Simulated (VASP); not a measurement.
Here is a VASP 6.6.1 calculation.

Contents of INCAR:

```
SYSTEM = Mo
PREC     = Accurate       ! precision mode
ENCUT    = 520            ! plane-wave cutoff, eV
EDIFF    = 1E-7           ! SCF threshold, eV
ISMEAR   = 1              ! smearing method
SIGMA    = 0.1            ! smearing width, eV
LREAL    = .False.        ! projectors in reciprocal space
LASPH    = .True.         ! aspherical terms in the spheres
NELM     = 60             ! most SCF steps
ALGO     = Normal         ! electronic algorithm
ISIF     = 2              ! what is computed and relaxed
LWAVE    = .False.        ! write WAVECAR
LCHARG   = .False.        ! write CHGCAR
GGA      = PS             ! functional
NBANDS   = 13             ! bands
```

KPOINTS

```
regular mesh
0
Gamma
  14 14 13
  0 0 0
```

File POSCAR:

```
Mo
1.0
    2.7351970183      0.0000000000      0.0000000000
   -1.3675985092      2.3687501022      0.0000000000
    0.0000000000      0.0000000000      2.5163703641
Mo
1
Direct
    0.0000000000      0.0000000000      0.5000000000
```

Potentials or basis: VASP PAW PBE potentials, release 64 (Mo_sv).

The run is started by

```sh
$ cat potpaw_PBE.64/Mo_sv/POTCAR > POTCAR
$ mpirun -np 1 vasp_std > vasp.out
```

Q: What does it give for the band gap on the k mesh?

A: Zero (band 7 reaches 12.66 eV, above the bottom of band 8 at 10.70 eV).

Q: Estimate the pressure.

A: 0.6 GPa.

Stress tensor (GPa, compression positive):
```
0.52 0.00 0.00
0.00 0.52 0.00
0.00 0.00 0.62
```

Caveat: the PAW data sets were made with another functional, which shifts forces and pressure a little.
